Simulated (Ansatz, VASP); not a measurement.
# W3N2 in VASP and in Ansatz

```
CELL_PARAMETERS angstrom
5.55640 0.00000 0.00000
-2.77820 4.81198 0.00000
0.00000 0.00000 2.72583
ATOMIC_POSITIONS crystal
W 0.69490 0.00000 0.00000
W 0.00000 0.69490 0.00000
W 0.30510 0.30510 0.00000
N 0.33333 0.66667 0.00000
N 0.66667 0.33333 0.00000
```

Alike in both runs: functional PBE; k mesh 12 × 12 × 14; occupations gaussian, width 0.1 eV; no spin polarisation.

Ansatz relaxed the structure, and its values are those at the end. VASP's run is a single point on that final structure, the one shown.

```csv
,VASP,Ansatz
version,VASP 6.6.1,Ansatz 0.2.0
potentials or method,"VASP PAW PBE potentials, release 64 (W_sv, N), cutoff 520 eV","scalar-relativistic, plane waves, PAW"
valence electrons in the cell,52,52
```

Ansatz gave:

| Item | Value |
| --- | --- |
| gap on the k mesh at the Fermi level (eV) | none |
| pressure (GPa) | 0.0 |
| rms of the force components (eV/Å) | 0.000 |

Estimate VASP's values.

gap on the k mesh at the Fermi level (eV): none; pressure (GPa): 1.0; rms of the force components (eV/Å): 0.055.

A gap of «none» marks a metal or a gap that the smearing closes. With one functional, cell and mesh, what is left measures potentials, basis and numerics.

Neither program's run includes spin-orbit coupling.
